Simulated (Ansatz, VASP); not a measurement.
## Two plane-wave programs on BC

File INCAR:

```
SYSTEM = BC
PREC = Accurate ; ENCUT = 520
EDIFF = 1E-6 ; ISMEAR = 0
SIGMA = 0.1 ; LREAL = .FALSE.
LASPH = .TRUE. ; NELM = 150
ALGO = Normal ; ISIF = 2
LWAVE = .FALSE. ; LCHARG = .FALSE.
ISPIN = 2 ; MAGMOM = 0 0 0 0 1 1 1 1
LORBIT = 11 ; GGA = PE
NBANDS = 28
```

Contents of KPOINTS:

```
Automatic mesh
0
G
  6 6 6
  0 0 0
```

The input POSCAR:

```
BC
1.0
   -3.1569381282      3.1569381282      1.7180870441
    3.1569381282     -3.1569381282      1.7180870441
    3.1569381282      3.1569381282     -1.7180870441
B C
4 4
Direct
    0.7604262744      0.7604262744      0.0000000000
    0.5104262744      0.0104262744      0.5000000000
    0.2395737256      0.2395737256      0.0000000000
    0.9895737256      0.4895737256      0.5000000000
    0.6501165377      0.6501165377      0.3002330754
    0.3498834623      0.3498834623      0.6997669246
    0.4001165377      0.5998834623      0.5000000000
    0.0998834623      0.9001165377      0.5000000000
```

Input for Ansatz:

```yaml
crystal:
  lattice:
    - [-3.1569381282, 3.1569381282, 1.7180870441]
    - [3.1569381282, -3.1569381282, 1.7180870441]
    - [3.1569381282, 3.1569381282, -1.7180870441]
  atoms:
    - { symbol: B, position: [0.7604262744, 0.7604262744, 0.0] }
    - { symbol: B, position: [0.5104262744, 0.0104262744, 0.5] }
    - { symbol: B, position: [0.2395737256, 0.2395737256, 0.0] }
    - { symbol: B, position: [0.9895737256, 0.4895737256, 0.5] }
    - { symbol: C, position: [0.6501165377, 0.6501165377, 0.3002330754], spin: 1.0 }
    - { symbol: C, position: [0.3498834623, 0.3498834623, 0.6997669246], spin: 1.0 }
    - { symbol: C, position: [0.4001165377, 0.5998834623, 0.5], spin: 1.0 }
    - { symbol: C, position: [0.0998834623, 0.9001165377, 0.5], spin: 1.0 }
basis:
  ecutwfc: 420
kpoints:
  mp_grid: { grid: [6, 6, 6] }
hamiltonian:
  xc: pbe
scf:
  occupations: { method: gaussian, width: 0.1 }
  lower_state_search: "off"
output:
  forces: true
  stress: true
  eigenvalues: true
  populations: true
magnetization:
  spin_polarized: true
```

Alike in both runs: task single point; functional PBE; k mesh 6 × 6 × 6; occupations gaussian, width 0.1 eV; collinear spin.

|  | VASP | Ansatz |
| --- | --- | --- |
| version | VASP 6.6.1 | Ansatz 0.2.0 |
| potentials or method | VASP PAW PBE potentials, release 64 (B, C), cutoff 520 eV | scalar-relativistic, plane waves, PAW |
| valence electrons in the cell | 28 | 28 |

Ansatz gave:

```
gap on the k mesh at the Fermi level (eV)                     : none
pressure (GPa)                                                : 0.1
traceless stress, the component that is largest in VASP (GPa) : -0.09
rms of the force components (eV/Å)                            : 0.005
net moment per atom (μB)                                      : 0.00
```

Question: Which values does VASP return?

Answer: gap on the k mesh at the Fermi level (eV): none; pressure (GPa): 0.2; traceless stress, the component that is largest in VASP (GPa): -0.17; rms of the force components (eV/Å): 0.001; net moment per atom (μB): 0.00.

Atom by atom the forces differ by 0.004 eV/Å (rms over components). A gap of «none» marks a metal or a gap that the smearing closes. Ansatz's warnings: seeded moment not kept.
